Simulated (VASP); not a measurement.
Li:

```
Li
1.0
     1.75500    1.75500    1.75500
    -1.75500    1.75500    1.75500
    -1.75500   -1.75500    1.75500
Li
1
Direct
  0.00000 0.00000 0.00000
```

* Program: VASP 6.6.1
* Task: relaxation of cell and atoms
* Functional: PBE
* Potentials or basis: VASP PAW PBE potentials, release 64 (Li_sv)
* Cutoff: 750 eV
* k mesh: 8 × 8 × 8
* Occupations: methfessel-paxton, width 0.1 eV
* Spin: no spin polarisation

At the start: pressure -0.9 GPa; volume 21.62 Å³/atom.

How do energy, volume and symmetry change on relaxing?

Over 3 steps the energy falls by 3.9 meV/atom and the volume is 20.36 Å³/atom (-5.8 %); space group Im-3m (No. 229, to 0.05 Å).

Step by step:
```
step  energy change (eV)  largest force (eV/Å)  pressure (GPa)  volume (Å³)
   1              0.0000                0.0000           -0.87        21.62
   2             -0.0018                0.0000           -0.67        21.26
   3             -0.0039                0.0000           -0.10        20.36
```

Final structure:
```
CELL_PARAMETERS angstrom
1.72029 1.72029 1.72029
-1.72029 1.72029 1.72029
-1.72029 -1.72029 1.72029
ATOMIC_POSITIONS crystal
Li 0.00000 0.00000 0.00000
```
